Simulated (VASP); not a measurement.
# ZnS (P4_2/mnm) in VASP: further runs

ZnS is run at these levels: PBE; tasks: relaxation of cell and atoms, single point.

Everything below comes from runs of VASP 6.6.1. Logs are shortened: lines on timing, memory, paths and dates and some standing lists are left out, and cuts for length are marked.

## Step 1: The cell of the first run

It takes space group P4_2/mnm (No. 136, tetragonal). Conventional cell: a = 6.127 Å, b = 6.127 Å, c = 3.677 Å, α = 90.00°, β = 90.00°, γ = 90.00°. Within 2.9 Å of Zn (site symmetry m2m) lie 4 S at 2.20 to 2.21 Å. S (site symmetry m2m) has 4 Zn at 2.20 to 2.21 Å within 2.9 Å.

## Step 2: Relaxation of cell and atoms, PBE

INCAR

```
SYSTEM = ZnS
  PREC = Accurate
  ENCUT = 600
  EDIFF = 1E-6
  ISMEAR = 0
  SIGMA = 0.1
  LREAL = .False.
  LASPH = .True.
  NELM = 100
  ALGO = Normal
  ISIF = 3
  LWAVE = .False.
  LCHARG = .False.
  GGA = PE
  IBRION = 2
  NSW = 90
  EDIFFG = -0.04
```

KPOINTS

```
Automatic mesh
0
Gamma
  4 4 6
  0 0 0
```

POSCAR

```
ZnS
1.0
    6.1269307400      0.0000000000      0.0000000000
    0.0000000000      6.1269307400      0.0000000000
    0.0000000000      0.0000000000      3.6772445200
Zn S
4 4
Direct
    0.6804985700      0.6804985700      0.0000000000
    0.1804985700      0.8195014300      0.5000000000
    0.8195014300      0.1804985700      0.5000000000
    0.3195014300      0.3195014300      0.0000000000
    0.8195014300      0.8195014300      0.5000000000
    0.1804985700      0.1804985700      0.5000000000
    0.6804985700      0.3195014300      0.0000000000
    0.3195014300      0.6804985700      0.0000000000
```

Potentials or basis: VASP PAW PBE potentials, release 64 (Zn, S).

On the command line:

```bash
cat potpaw_PBE.64/Zn/POTCAR potpaw_PBE.64/S/POTCAR > POTCAR
mpirun -np 1 vasp_std > vasp.out
```

OUTCAR:

```text
SYSTEM = ZnS
   PREC = Accurate
   ENCUT = 600
   EDIFF = 1E-6
   ISMEAR = 0
   LREAL = .False.
   LASPH = .True.
   NELM = 100
   ISIF = 3
   GGA = PE
   IBRION = 2
   NSW = 90
   EDIFFG = -0.04

 ion  position               nearest neighbor table
   1  0.680  0.680  0.000-   5 2.20   5 2.20   8 2.21   7 2.21
   2  0.180  0.820  0.500-   8 2.20   8 2.20   5 2.21   6 2.21
   3  0.820  0.180  0.500-   7 2.20   7 2.20   5 2.21   6 2.21
   4  0.320  0.320  0.000-   6 2.20   6 2.20   8 2.21   7 2.21
   5  0.820  0.820  0.500-   1 2.20   1 2.20   3 2.21   2 2.21
   6  0.180  0.180  0.500-   4 2.20   4 2.20   2 2.21   3 2.21
   7  0.680  0.320  0.000-   3 2.20   3 2.20   4 2.21   1 2.21
   8  0.320  0.680  0.000-   2 2.20   2 2.20   4 2.21   1 2.21

  LATTYP: Found a simple tetragonal cell.
 ALAT       =     6.1269307400
 C/A-ratio  =     0.6001772627

  Lattice vectors:

 A1 = (   6.1269307400,   0.0000000000,   0.0000000000)
 A2 = (   0.0000000000,   6.1269307400,   0.0000000000)
 A3 = (   0.0000000000,   0.0000000000,   3.6772445200)

Analysis of symmetry for initial positions (statically):
=====================================================================
 Subroutine PRICEL returns:
 Original cell was already a primitive cell.

 Routine SETGRP: Setting up the symmetry group for a
 simple tetragonal supercell.

 Subroutine GETGRP returns: Found 16 space group operations
 (whereof  8 operations were pure point group operations)
 out of a pool of 16 trial point group operations.

The static configuration has the point symmetry D_2h.
 The point group associated with its full space group is D_4h.

Analysis of symmetry for dynamics (positions and initial velocities):
=====================================================================
 Subroutine PRICEL returns:
 Original cell was already a primitive cell.

 Routine SETGRP: Setting up the symmetry group for a
 simple tetragonal supercell.

 Subroutine GETGRP returns: Found 16 space group operations
 (whereof  8 operations were pure point group operations)
 out of a pool of 16 trial point group operations.

The dynamic configuration has the point symmetry D_2h.
 The point group associated with its full space group is D_4h.

 Subroutine INISYM returns: Found 16 space group operations
 (whereof  8 operations are pure point group operations),
 and found     1 'primitive' translations

----------------------------------------------------------------------------------------

                                     Primitive cell

  volume of cell :     138.0411

  direct lattice vectors                    reciprocal lattice vectors
     6.126930740  0.000000000  0.000000000     0.163213857  0.000000000  0.000000000
     0.000000000  6.126930740  0.000000000     0.000000000  0.163213857  0.000000000
     0.000000000  0.000000000  3.677244520     0.000000000  0.000000000  0.271942753

  length of vectors
     6.126930740  6.126930740  3.677244520     0.163213857  0.163213857  0.271942753

  position of ions in fractional coordinates (direct lattice)
     0.680498570  0.680498570  0.000000000
     0.180498570  0.819501430  0.500000000
     0.819501430  0.180498570  0.500000000
     0.319501430  0.319501430  0.000000000
     0.819501430  0.819501430  0.500000000
     0.180498570  0.180498570  0.500000000
     0.680498570  0.319501430  0.000000000
     0.319501430  0.680498570  0.000000000

  ion indices of the primitive-cell ions
   primitive index   ion index
                 1           1
                 2           2
                 3           3
                 4           4
                 5           5
                 6           6
                 7           7
                 8           8

----------------------------------------------------------------------------------------

 KPOINTS: Automatic mesh

Automatic generation of k-mesh.
 Grid dimensions read from file:
 generate k-points for:    4    4    6

 Generating k-lattice:

  Cartesian coordinates                     Fractional coordinates (reciprocal lattice)
     0.040803464  0.000000000  0.000000000     0.250000000  0.000000000  0.000000000
     0.000000000  0.040803464  0.000000000     0.000000000  0.250000000  0.000000000
     0.000000000  0.000000000  0.045323792     0.000000000  0.000000000  0.166666667

  Length of vectors
     0.040803464  0.040803464  0.045323792

  Shift w.r.t. Gamma in fractional coordinates (k-lattice)
     0.000000000  0.000000000  0.000000000

 Subroutine IBZKPT returns following result:
 ===========================================

 Found     24 irreducible k-points:

 Following reciprocal coordinates:
            Coordinates               Weight
  0.000000  0.000000  0.000000      1.000000
  0.250000  0.000000  0.000000      4.000000
  0.500000  0.000000  0.000000      2.000000
  0.250000  0.250000  0.000000      4.000000
  0.500000  0.250000  0.000000      4.000000
  0.500000  0.500000  0.000000      1.000000
[... 16 lines left out ...]
  0.500000  0.250000  0.500000      4.000000
  0.500000  0.500000  0.500000      1.000000
   k-points           NKPTS =     24   k-points in BZ     NKDIM =     24   number of bands    NBANDS=     43
   number of dos      NEDOS =    301   number of ions     NIONS =      8
   total plane-waves  NPLWV =  75000
   dimension x,y,z NGX =    50 NGY =   50 NGZ =   30
   dimension x,y,z NGXF=   100 NGYF=  100 NGZF=   60
   ions per type =               4   4
   NGX,Y,Z   is equivalent  to a cutoff of  13.57, 13.57, 13.56 a.u.
   NGXF,Y,Z  is equivalent  to a cutoff of  27.13, 27.13, 27.13 a.u.
 SYSTEM =  ZnS
   PREC   = accura    normal or accurate (medium, high low for compatibility)
   ISTART =      0    job   : 0-new  1-cont  2-samecut
   ICHARG =      2    charge: 1-file 2-atom 10-const
   ISPIN  =      1    spin polarized calculation?
   LNONCOLLINEAR =      F non collinear calculations
   LSORBIT =      F    spin-orbit coupling
   LASPH  =      T    aspherical Exc in radial PAW
   ENCUT  =  600.0 eV  44.10 Ry    6.64 a.u.  12.24 12.24  7.34*2*pi/ulx,y,z
   NELM   =    100;   NELMIN=  2; NELMDL= -5     # of ELM steps
   EDIFF  = 0.1E-05   stopping-criterion for ELM
   LREAL  =      F    real-space projection
   EDIFFG = -.4E-01   stopping-criterion for IOM
   NSW    =     90    number of steps for IOM
   IBRION =      2    ionic relax: 0-MD 1-quasi-New 2-CG
   NFREE  =      1    steps in history (QN), initial steepest desc. (CG)
   ISIF   =      3    stress and relaxation
   ISYM   =      2    0-nonsym 1-usesym 2-fastsym
   POTIM  = 0.5000    time-step for ionic-motion
   TEBEG  =    0.0;   TEEND  =   0.0 temperature during run
   PSTRESS=    0.0 pullay stress
   NELECT =      72.0000    total number of electrons
   NUPDOWN=      -1.0000    fix difference up-down
   EMIN   =  10.00;   EMAX   =-10.00  energy-range for DOS
   EFERMI =   0.00;   METHOD = LEGACY
   ISMEAR =     0;   SIGMA  =   0.10  broadening in eV -4-tet -1-fermi 0-gaus
   EFERMI_NEDOS =   21; number of points for ismear=-14 and -15
   IALGO  =     38    algorithm
   IMIX   =      4    mixing-type and parameters
     AMIX     =   0.40;   BMIX     =  1.00
     AMIX_MAG =   1.60;   BMIX_MAG =  1.00
  volume/ion in A,a.u.               =      17.26       116.44
  Fermi-wavevector in a.u.,A,eV,Ry     =   1.317800  2.490281 23.627835  1.736597
  Thomas-Fermi vector in A             =   2.447815
   LORBIT       =      0    0 simple, 1 ext, 2 COOP (PROOUT), +10 PAW based schemes
   GGA     = PE    functional components
   LHFCALC =     F    Hartree Fock is set to
   AEXX    =    0.0000 exact exchange contribution
   IVDW    =     0    specifies the selected vdW correction
   LEPSILON=     F    determine dielectric tensor
   LRPA    =     F    only Hartree local field effects (RPA)
 conjugate gradient relaxation of ions
 non-spin polarized calculation
 Gauss-broadening in eV      SIGMA  =   0.10
  energy-cutoff  :      600.00
  volume of cell :      138.04
 maximum number of plane-waves:      4644
 NGX is ok and might be reduce to    50
   NGX = 25   NGY = 25   NGZ = 15

--------------------------------------- Ionic step        1  -------------------------------------------

 number of electron      71.9999976 magnetization

 Free energy of the ion-electron system (eV)
  ---------------------------------------------------
  ext. energy  EPLUGINS =         0.00000000
  ---------------------------------------------------
  free energy    TOTEN  =       -25.18306745 eV

  energy without entropy =      -25.18306745  energy(sigma->0) =      -25.18306745

 E-fermi :   3.9935     XC(G=0): -10.1896

 val. band max:        3.5627773660   @ k =   0.0000   0.0000   0.0000
 cond. band min:       6.5308095046   @ k =   0.0000   0.0000   0.0000
 fundamental gap:      2.9680321386
 Fermi energy:         3.9934869416

 k-point     1 :       0.0000    0.0000    0.0000
  band No.  band energies     occupation
      1     -10.9601      2.00000
      2      -9.5896      2.00000
      3      -9.5896      2.00000
      4      -9.4553      2.00000
      5      -3.9442      2.00000
      6      -3.8663      2.00000
[... 35 lines left out ...]
     42       9.5736      0.00000
     43      10.0034      0.00000
[... 1363 lines left out ...]
 VOLUME and BASIS-vectors are now :
 -----------------------------------------------------------------------------
  energy-cutoff  :      600.00
  volume of cell :      169.24
      direct lattice vectors                 reciprocal lattice vectors
     6.626494351 -0.000000000  0.000000000     0.150909357  0.000000000  0.000000000
    -0.000000000  6.626494351  0.000000000     0.000000000  0.150909357  0.000000000
     0.000000000  0.000000000  3.854197833     0.000000000  0.000000000  0.259457361

 POSITION                                       TOTAL-FORCE (eV/Angst)
 -----------------------------------------------------------------------------------
      4.48583      4.48583      0.00000        -0.011623     -0.011623      0.000000
      1.17258      5.45391      1.92710        -0.011623      0.011623      0.000000
      5.45391      1.17258      1.92710         0.011623     -0.011623      0.000000
      2.14067      2.14067      0.00000         0.011623      0.011623     -0.000000
      5.40929      5.40929      1.92710        -0.058960     -0.058960      0.000000
      1.21720      1.21720      1.92710         0.058960      0.058960     -0.000000
      4.53045      2.09604      0.00000         0.058960     -0.058960      0.000000
      2.09604      4.53045      0.00000        -0.058960      0.058960     -0.000000
 -----------------------------------------------------------------------------------
    total drift:                               -0.000000      0.000000     -0.000000

  FREE ENERGIE OF THE ION-ELECTRON SYSTEM (eV)
  ---------------------------------------------------
  free  energy   TOTEN  =       -27.0693691676 eV

  energy  without entropy=      -27.0693691676  energy(sigma->0) =      -27.06936917

--------------------------------------- Ionic step        9  -------------------------------------------

 number of electron      71.9999931 magnetization

 Free energy of the ion-electron system (eV)
  ---------------------------------------------------
  ext. energy  EPLUGINS =         0.00000000
  ---------------------------------------------------
  free energy    TOTEN  =       -27.07194029 eV

  energy without entropy =      -27.07194029  energy(sigma->0) =      -27.07194029

 E-fermi :   1.8423     XC(G=0):  -9.1853

 val. band max:        1.4241769286   @ k =   0.0000   0.0000   0.0000
 cond. band min:       3.5783711463   @ k =   0.0000   0.0000   0.0000
 fundamental gap:      2.1541942177
 Fermi energy:         1.8423227213

 k-point     1 :       0.0000    0.0000    0.0000
  band No.  band energies     occupation
      1     -11.4135      2.00000
      2     -10.5529      2.00000
      3     -10.5529      2.00000
      4     -10.3890      2.00000
      5      -4.8458      2.00000
      6      -4.8139      2.00000
[... 35 lines left out ...]
     42       7.3968      0.00000
     43       8.0239      0.00000
[... 1061 lines left out ...]
  FORCE on cell =-STRESS in cart. coord.  units (eV):
  Direction    XX          YY          ZZ          XY          YZ          ZX
  --------------------------------------------------------------------------------------
  -------------------------------------------------------------------------------------
  Total       -0.2352350     -0.2352350      0.1909620     -0.0000000      0.0000000      0.0000000
  in kB       -2.2106607     -2.2106607      1.7945981     -0.0000000      0.0000000      0.0000000
  external PRESSURE =      -0.8755744 kB  Pullay stress =       0.0000000 kB

 VOLUME and BASIS-vectors are now :
 -----------------------------------------------------------------------------
  energy-cutoff  :      600.00
  volume of cell :      170.49
      direct lattice vectors                 reciprocal lattice vectors
     6.655072598 -0.000000000  0.000000000     0.150261321 -0.000000000  0.000000000
     0.000000000  6.655072598  0.000000000     0.000000000  0.150261321  0.000000000
     0.000000000  0.000000000  3.849327162     0.000000000  0.000000000  0.259785661

 POSITION                                       TOTAL-FORCE (eV/Angst)
 -----------------------------------------------------------------------------------
      4.50022      4.50022      3.84933        -0.022261     -0.022261      0.000000
      1.17269      5.48238      1.92466        -0.022261      0.022261      0.000000
      5.48238      1.17269      1.92466         0.022261     -0.022261      0.000000
      2.15485      2.15485      0.00000         0.022261      0.022261      0.000000
      5.42893      5.42893      1.92466        -0.009797     -0.009797      0.000000
      1.22615      1.22615      1.92466         0.009797      0.009797     -0.000000
      4.55368      2.10139      0.00000         0.009797     -0.009797      0.000000
      2.10139      4.55368      3.84933        -0.009797      0.009797      0.000000
 -----------------------------------------------------------------------------------
    total drift:                               -0.000000      0.000000     -0.000000

  FREE ENERGIE OF THE ION-ELECTRON SYSTEM (eV)
  ---------------------------------------------------
  free  energy   TOTEN  =       -27.0719402892 eV

  energy  without entropy=      -27.0719402891  energy(sigma->0) =      -27.07194029

 reached required accuracy - stopping structural energy minimisation
```

Wall time 12 min (1 thread of Intel Xeon Platinum 8488C (Sapphire Rapids), shared host); peak memory 0.35 GiB.

Results:

- Free energy: -27.0719 eV
- Relaxed volume: 21.31 Å³/atom
- Relaxed cell: a = 6.655 Å, b = 6.655 Å, c = 3.849 Å, α = 90.00°, β = 90.00°, γ = 90.00°
- Space group after relaxing (to 0.05 Å): P4_2/mnm (No. 136)
- Energy gained by relaxing: 236.1 meV/atom
- Ionic steps: 9
- Pressure after relaxing: -0.1 GPa
- Largest force after relaxing: 0.031 eV/Å
- Band gap on the k mesh: 2.15 eV, direct

Forces in eV/Å, atoms in the order of the input:
```
Zn  -0.022 -0.022  0.000
Zn  -0.022  0.022  0.000
Zn   0.022 -0.022  0.000
Zn   0.022  0.022  0.000
S   -0.010 -0.010  0.000
S    0.010  0.010  0.000
S    0.010 -0.010  0.000
S   -0.010  0.010  0.000
```

Stress tensor (GPa, compression positive):
```
-0.22  0.00  0.00
 0.00 -0.22  0.00
 0.00  0.00  0.18
```

The path:
| step | energy change (eV) | largest force (eV/Å) | pressure (GPa) | volume (Å³) |
| --- | --- | --- | --- | --- |
| 1 | 0.0000 | 1.1343 | 21.73 | 138.04 |
| 2 | -1.4134 | 0.3837 | -5.69 | 190.24 |
| 3 | -1.8488 | 0.3277 | 0.26 | 169.16 |
| 4 | -1.8486 | 0.3335 | 0.00 | 169.83 |
| 5 | -1.8656 | 0.2016 | -0.26 | 170.60 |
| 6 | -1.8700 | 0.0941 | -0.46 | 171.22 |
| 7 | -1.8833 | 0.0874 | 0.00 | 170.11 |
| 8 | -1.8863 | 0.0834 | 0.43 | 169.24 |
| 9 | -1.8889 | 0.0315 | -0.09 | 170.49 |

Final structure:
```
Zn S
1.0
     6.65507    0.00000    0.00000
     0.00000    6.65507    0.00000
     0.00000    0.00000    3.84933
Zn S
4 4
Direct
  0.67621 0.67621 0.00000
  0.17621 0.82379 0.50000
  0.82379 0.17621 0.50000
  0.32379 0.32379 0.00000
  0.81576 0.81576 0.50000
  0.18424 0.18424 0.50000
  0.68424 0.31576 0.00000
  0.31576 0.68424 0.00000
```

Caveat: the volume moved by over 15 % at a fixed basis, so the end points are rough.

## Step 3: Single point, PBE

This run uses another cell than the first one, of 21.22 Å³/atom, 1.230 times its volume.

INCAR

```
SYSTEM = ZnS
ALGO = Normal
EDIFF = 1E-6
ENCUT = 520
GGA = PE
ISIF = 2
ISMEAR = 0
LASPH = .TRUE.
LCHARG = .FALSE.
LREAL = .FALSE.
LWAVE = .FALSE.
NBANDS = 46
NELM = 100
PREC = Accurate
SIGMA = 0.1
```

KPOINTS

```
k-points
0
G
  4 2 2
  0 0 0
```

POSCAR

```
ZnS
1.0
    0.0000000000      0.0000000000      3.8621455944
    6.6301744461      0.0000000000      0.0000000000
    0.0000000000      6.6301744461      0.0000000000
Zn S
4 4
Direct
    0.0000000000      0.6751855577      0.6751855577
    0.5000000000      0.1751855577      0.8248144423
    0.5000000000      0.8248144423      0.1751855577
    0.0000000000      0.3248144423      0.3248144423
    0.5000000000      0.8142866915      0.8142866915
    0.5000000000      0.1857133085      0.1857133085
    0.0000000000      0.6857133085      0.3142866915
    0.0000000000      0.3142866915      0.6857133085
```

Potentials or basis: VASP PAW PBE potentials, release 64 (Zn, S).

On the command line:

```bash
cat potpaw_PBE.64/Zn/POTCAR potpaw_PBE.64/S/POTCAR > POTCAR
mpirun -np 1 vasp_std > vasp.out
```

Wall time 47 s (1 thread of Intel Xeon 6975P-C (Granite Rapids), shared host); peak memory 0.27 GiB.

Results (log left out):

- Free energy: -27.0433 eV
- Pressure: 0.1 GPa
- Largest force: 0.008 eV/Å
- Band gap on the k mesh: 2.17 eV, direct

Forces on the atoms (eV/Å):
```
Zn  -0.005 -0.005  0.000
Zn  -0.005  0.005  0.000
Zn   0.005 -0.005  0.000
Zn   0.005  0.005  0.000
S    0.006  0.006  0.000
S   -0.006 -0.006  0.000
S   -0.006  0.006  0.000
S    0.006 -0.006  0.000
```

Stress tensor (GPa, compression positive):
```
0.05 0.00 0.00
0.00 0.05 0.00
0.00 0.00 0.27
```

Levels at points of the mesh, in eV from the valence-band top:
| k point | band 34 | band 35 | band 36 | band 37 | band 38 | band 39 |
| --- | --- | --- | --- | --- | --- | --- |
| (0.00, 0.00, 0.00) | -0.01 | 0.00 | 0.00 | 2.17 | 3.55 | 3.55 |
| (0.50, 0.00, 0.00) | -1.59 | -1.41 | -1.41 | 4.54 | 4.54 | 5.26 |
| (0.00, 0.50, 0.00) | -0.50 | -0.43 | -0.43 | 3.55 | 3.55 | 4.00 |
| (0.50, 0.50, 0.00) | -1.45 | -0.87 | -0.87 | 3.92 | 3.92 | 4.54 |
| (0.00, 0.50, 0.50) | -0.93 | -0.86 | -0.86 | 3.92 | 3.92 | 4.42 |
| (0.50, 0.50, 0.50) | -1.24 | -1.12 | -1.12 | 3.23 | 3.23 | 4.30 |

Caveat: the k points lie up to 0.47 Å⁻¹ apart.
